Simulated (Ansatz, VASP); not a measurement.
**Two plane-wave programs on Cs2Mg**

```
Cs Mg
1.0
     7.19090    0.00000    0.00000
    -3.59545    6.22750    0.00000
     0.00000    0.00000    4.49470
Cs Mg
2 1
Cartesian
  0.0000 4.1517 2.2473
  3.5954 2.0758 2.2473
  0.0000 0.0000 0.0000
```

Alike in both runs: functional PBE; k mesh 6 × 6 × 10; occupations gaussian, width 0.1 eV; no spin polarisation.

Ansatz relaxed the structure, and its values are those at the end. VASP's run is a single point on that final structure, the one shown.

|  | VASP | Ansatz |
| --- | --- | --- |
| version | VASP 6.6.1 | Ansatz 0.2.0 |
| potentials or method | VASP PAW PBE potentials, release 64 (Cs_sv, Mg), cutoff 520 eV | scalar-relativistic, plane waves, PAW |
| valence electrons in the cell | 20 | 28 |

|  | VASP | Ansatz | Ansatz less VASP |
| --- | --- | --- | --- |
| gap on the k mesh at the Fermi level (eV) | none | none | - |
| pressure (GPa) | 0.0 | 0.0 | 0.00 |

A gap of «none» marks a metal or a gap that the smearing closes. VASP's potentials hold 20 valence electrons a cell and Ansatz's 28, so a difference there can come from the potentials and not from the codes.

Neither program's run includes spin-orbit coupling.
